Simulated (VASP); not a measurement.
Wanted: the native input for a VASP 6.6.1 run.

```
Task                   : single point
Functional             : PBEsol
Potentials or basis    : VASP PAW PBE potentials, release 64 (Y_sv)
Cutoff                 : 520 eV
k mesh                 : 18 × 18 × 8
Occupations            : gaussian, width 0.15 eV
Spin                   : no spin polarisation
Dipole correction      : no
Further INCAR settings : ALGO = Fast; EDIFF = 1e-06; NBANDS = 18
```

The structure of Y lies in POSCAR:

```
Y
1.0
    3.7427867180      0.0000000000      0.0000000000
   -1.8713933590      3.2413483788      0.0000000000
    0.0000000000      0.0000000000      5.8910850000
Y
2
Direct
    0.3333333333      0.6666666667      0.2500000000
    0.6666666667      0.3333333333      0.7500000000
```

This cell differs from its parent crystal: strain +0.025 along x and y, +0.025 along z.

The input as run:

INCAR

```
SYSTEM = Y
PREC = Accurate
ENCUT = 520
EDIFF = 1E-6
ISMEAR = 0
SIGMA = 0.15
LREAL = .FALSE.
LASPH = .TRUE.
NELM = 100
ALGO = Fast
ISIF = 2
LWAVE = .FALSE.
LCHARG = .TRUE.
GGA = PS
LELF = .TRUE.
LVHAR = .TRUE.
NBANDS = 18
```

KPOINTS

```
Automatic mesh
0
G
  18 18 8
  0 0 0
```

Potentials or basis: VASP PAW PBE potentials, release 64 (Y_sv).

Command:

```sh
$ cat potpaw_PBE.64/Y_sv/POTCAR > POTCAR
$ mpirun -np 1 vasp_std > vasp.out
```

It gave:

| Quantity | Value |
| --- | --- |
| Pressure | -4.7 GPa |
| Band gap on the k mesh | zero (bands 11 and 12 overlap by 1.36 eV) |

Caveat: the cell differs from its parent crystal (strain +0.025 along x and y, +0.025 along z); the cell stands under tension; the PAW data sets were made with another functional, which shifts forces and pressure a little.

Run time: 7.1 min on 1 thread of Oxide Virtual Turin-like Processor (shared host), peak memory 0.33 GiB.
